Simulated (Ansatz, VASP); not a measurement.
# Ta3Si2: VASP beside Ansatz

File INCAR:

```
PREC = Accurate
ENCUT = 600
EDIFF = 1E-7
ISMEAR = 0
SIGMA = 0.1
LREAL = F
LASPH = T
NELM = 100
ALGO = Fast
ISIF = 3
LWAVE = F
LCHARG = F
GGA = PE
IBRION = 2
NSW = 100
EDIFFG = -0.01
```

Contents of KPOINTS:

```
regular mesh
0
Gamma
  12 12 6
```

POSCAR

```
Ta3Si2
1.0
    4.0162123799      0.0000000000      0.0000000000
   -2.0081061900      3.4781419480      0.0000000000
    0.0000000000      0.0000000000      6.3886410949
Ta Si
3 2
Direct
    0.0000000000      0.0000000000      0.0000000000
    0.3333333333      0.6666666667      0.6353776821
    0.6666666667      0.3333333333      0.3646223179
    0.3333333333      0.6666666667      0.2061558677
    0.6666666667      0.3333333333      0.7938441323
```

Input for Ansatz:

```yaml
crystal:
  lattice:
    - [4.0162123799, 0.0, 0.0]
    - [-2.00810619, 3.478141948, 0.0]
    - [0.0, 0.0, 6.3886410949]
  atoms:
    - { symbol: Ta, position: [0.0, 0.0, 0.0] }
    - { symbol: Ta, position: [0.3333333333, 0.6666666667, 0.6353776821] }
    - { symbol: Ta, position: [0.6666666667, 0.3333333333, 0.3646223179] }
    - { symbol: Si, position: [0.3333333333, 0.6666666667, 0.2061558677] }
    - { symbol: Si, position: [0.6666666667, 0.3333333333, 0.7938441323] }
basis:
  ecutwfc: 420
kpoints:
  mp_grid: { grid: [12, 12, 6] }
hamiltonian:
  xc: pbe
scf:
  occupations: { method: gaussian, width: 0.1 }
output:
  forces: true
  stress: true
  eigenvalues: true
relax:
  adjacent_minimum: "off"
  f_tol: 0.01
  max_steps: 80
  cell: { stress_tol: 0.05 }
```

Alike in both runs: task relaxation of cell and atoms; functional PBE; k mesh 12 × 12 × 6; occupations gaussian, width 0.1 eV; no spin polarisation.

|  | VASP | Ansatz |
| --- | --- | --- |
| version | VASP 6.6.1 | Ansatz 0.2.0 |
| potentials or method | VASP PAW PBE potentials, release 64 (Ta_pv, Si), cutoff 600 eV | scalar-relativistic, plane waves, PAW |
| valence electrons in the cell | 41 | 47 |

|  | VASP | Ansatz | Ansatz less VASP |
| --- | --- | --- | --- |
| gap on the k mesh at the Fermi level, each at its own relaxed structure (eV) | none | none | - |
| relaxed volume (Å³/atom) | 17.87 | 17.86 | -0.011 |
| relaxed cell length with the largest relative difference (Å) | 4.021 | 4.020 | -0.0010 |

A gap of «none» marks a metal or a gap that the smearing closes. VASP's potentials hold 41 valence electrons a cell and Ansatz's 47, so a difference there can come from the potentials and not from the codes.

Neither program's run includes spin-orbit coupling. Noted on VASP's run: too few bands were computed for a metal, which touches its energy and stress.
